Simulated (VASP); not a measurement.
The system is NbP.

```
Nb P
1.0
    -1.68602    1.68602    5.77812
     1.68602   -1.68602    5.77812
     1.68602    1.68602   -5.77812
Nb P
2 2
Direct
  0.24988 0.74988 0.50000
  0.49988 0.49988 0.00000
  0.83275 0.33275 0.50000
  0.08275 0.08275 0.00000
```

This cell differs from its parent crystal: volume scaled by 1.02.

Base run:

| Property | Result |
| --- | --- |
| Program | VASP 6.6.1 |
| Functional | PBE |
| Potentials or basis | VASP PAW PBE potentials, release 64 (Nb_sv, P) |
| Cutoff | 520 eV |
| k mesh | 11 × 11 × 11 |
| Occupations | fermi-dirac, width 0.05 eV |
| Spin | no spin polarisation |

Its results: band gap on the k mesh zero (filled and empty bands touch); pressure -4.9 GPa; largest force 0.008 eV/Å.

The run is repeated on the same cell with these changes: functional from PBE to LDA; potentials or basis from VASP PAW PBE potentials, release 64 (Nb_sv, P) to VASP PAW LDA potentials, release 64 (Nb_sv, P). What comes out?

Band gap on the k mesh zero (filled and empty bands overlap); pressure -12.7 GPa; largest force 0.009 eV/Å.
